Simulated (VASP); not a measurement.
Set up this calculation in VASP 6.6.1, as the native input.

```yaml
Task: single point
Functional: PBEsol
Potentials_or_basis: VASP PAW PBE potentials, release 64 (Ga_d, N)
Cutoff: 520 eV
k_mesh: 12 × 12 × 6
Occupations: gaussian, width 0.02 eV
Spin: no spin polarisation
Dipole_correction: no
Further_INCAR_settings: ALGO = Normal; EDIFF = 1e-06; NBANDS = 26
```

The structure of GaN lies in POSCAR:

```
GaN
1.0
    3.1825784880      0.0000000000      0.0000000000
   -1.5912892440      2.7561938201      0.0000000000
    0.0000000000      0.0000000000      5.1854260800
Ga N
2 2
Direct
    0.3333333333      0.6666666667     -0.0008058930
    0.6666666667      0.3333333333      0.4991941070
    0.3333333333      0.6666666667      0.3758058930
    0.6666666667      0.3333333333      0.8758058930
```

One way to write it, as run:

INCAR

```
PREC = Accurate
ENCUT = 520
EDIFF = 1E-6
ISMEAR = 0
SIGMA = 0.02
LREAL = False
LASPH = True
NELM = 100
ALGO = Normal
ISIF = 2
LWAVE = False
LCHARG = False
GGA = PS
NBANDS = 26
```

KPOINTS

```
Automatic mesh
0
Gamma
  12 12 6
```

Potentials or basis: VASP PAW PBE potentials, release 64 (Ga_d, N).

Launch:

```console
$ cat potpaw_PBE.64/Ga_d/POTCAR potpaw_PBE.64/N/POTCAR > POTCAR
$ mpirun -np 1 vasp_std > vasp.out
```

Results of the run:

```json
{
 "Pressure": "-0.1 GPa",
 "Band gap on the k mesh": "1.89 eV, direct"
}
```

Caveat: the PAW data sets were made with another functional, which shifts forces and pressure a little.

Run time: 75 s on 1 thread of AMD EPYC 7R43 64-Core Processor (Zen 3), on a shared host, peak memory 0.17 GiB.
